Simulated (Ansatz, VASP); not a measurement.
Al2O3: VASP beside Ansatz

INCAR

```
SYSTEM = Al2O3
ALGO = Normal
EDIFF = 1E-7
ENCUT = 520
GGA = PS
ISIF = 2
ISMEAR = 0
LASPH = .True.
LCHARG = .False.
LREAL = .False.
LWAVE = .False.
NBANDS = 35
NELM = 80
PREC = Accurate
SIGMA = 0.05
```

KPOINTS

```
k-points
0
Gamma
  6 6 6
  0 0 0
```

File POSCAR:

```
Al2O3
1.0
    2.4512910352      1.4152535390      4.1119590018
   -2.4512910352      1.4152535390      4.1119590018
    0.0000000000     -2.8305070780      4.1119590018
Al O
4 6
Direct
    0.8520350473      0.8520350473      0.8520350473
    0.6479649527      0.6479649527      0.6479649527
    0.1479649527      0.1479649527      0.1479649527
    0.3520350473      0.3520350473      0.3520350473
    0.0558571577      0.4441428423      0.7500000000
    0.7500000000      0.0558571577      0.4441428423
    0.4441428423      0.7500000000      0.0558571577
    0.9441428423      0.5558571577      0.2500000000
    0.2500000000      0.9441428423      0.5558571577
    0.5558571577      0.2500000000      0.9441428423
```

Input for Ansatz:

```yaml
crystal:
  lattice:
    - [2.4512910352, 1.415253539, 4.1119590018]
    - [-2.4512910352, 1.415253539, 4.1119590018]
    - [0.0, -2.830507078, 4.1119590018]
  atoms:
    - { symbol: Al, position: [0.8520350473, 0.8520350473, 0.8520350473] }
    - { symbol: Al, position: [0.6479649527, 0.6479649527, 0.6479649527] }
    - { symbol: Al, position: [0.1479649527, 0.1479649527, 0.1479649527] }
    - { symbol: Al, position: [0.3520350473, 0.3520350473, 0.3520350473] }
    - { symbol: O, position: [0.0558571577, 0.4441428423, 0.75] }
    - { symbol: O, position: [0.75, 0.0558571577, 0.4441428423] }
    - { symbol: O, position: [0.4441428423, 0.75, 0.0558571577] }
    - { symbol: O, position: [0.9441428423, 0.5558571577, 0.25] }
    - { symbol: O, position: [0.25, 0.9441428423, 0.5558571577] }
    - { symbol: O, position: [0.5558571577, 0.25, 0.9441428423] }
basis:
  ecutwfc: 520.0
kpoints:
  mp_grid: { grid: [6, 6, 6] }
hamiltonian:
  xc: pbesol
  pseudopotentials: { kind: paw, azcp: { folder: soft_1 } }
scf:
  occupations: { method: gaussian, width: 0.05 }
output:
  forces: true
  stress: true
  eigenvalues: true
  write_density: true
  write_potential: true
  elf: true
  volumetric_format: npy
```

Alike in both runs: task single point; functional PBEsol; k mesh 6 × 6 × 6; occupations gaussian, width 0.05 eV; no spin polarisation.

|  | VASP | Ansatz |
| --- | --- | --- |
| version | VASP 6.6.1 | Ansatz 0.2.0 |
| potentials or method | VASP PAW PBE potentials, release 64 (Al, O), cutoff 520 eV | scalar-relativistic, plane waves, PAW |
| valence electrons in the cell | 48 | 48 |

```tsv
	VASP	Ansatz	Ansatz less VASP
gap on the k mesh at the Fermi level (eV)	5.31	5.31	-0.003
least direct gap on the mesh (eV)	5.31	5.31	-0.003
pressure (GPa)	-0.4	-0.5	-0.14
traceless stress, the component that is largest in VASP (GPa)	20.74	20.73	-0.009
rms of the force components (eV/Å)	0.269	0.264	-0.0049
```

VASP's potentials were made for PBE, not for PBEsol, and Ansatz warns of the same on its side. Atom by atom the forces differ by 0.006 eV/Å (rms over components).
